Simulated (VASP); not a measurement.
AlNi:

```
CELL_PARAMETERS angstrom
2.90008 0.00000 0.00000
0.00000 2.90008 0.00000
0.00000 0.00000 2.90008
ATOMIC_POSITIONS crystal
Ni 0.50000 0.50000 0.50000
Al 0.00000 0.00000 0.00000
```

This cell differs from its parent crystal: volume scaled by 1.02.

Program: VASP 6.6.1. Alike in all runs: task single point; spin collinear, ferromagnetic start; cell as given; k mesh 9 × 9 × 9; cutoff (eV) 520; smearing fermi-dirac 0.05 eV.

Task: Order these runs on this cell by their pressure, lowest first.
A. level PBEsol; potentials or basis VASP PAW PBE potentials, release 64 (Ni, Al)
B. level LDA; potentials or basis VASP PAW LDA potentials, release 64 (Ni, Al)
C. level PBE; potentials or basis VASP PAW PBE potentials, release 64 (Ni, Al)

Result: B (-11.1 GPa), A (-6.2 GPa), C (-1.2 GPa).

Caveats: the PAW data sets were made with another functional, which shifts forces and pressure a little (some runs).
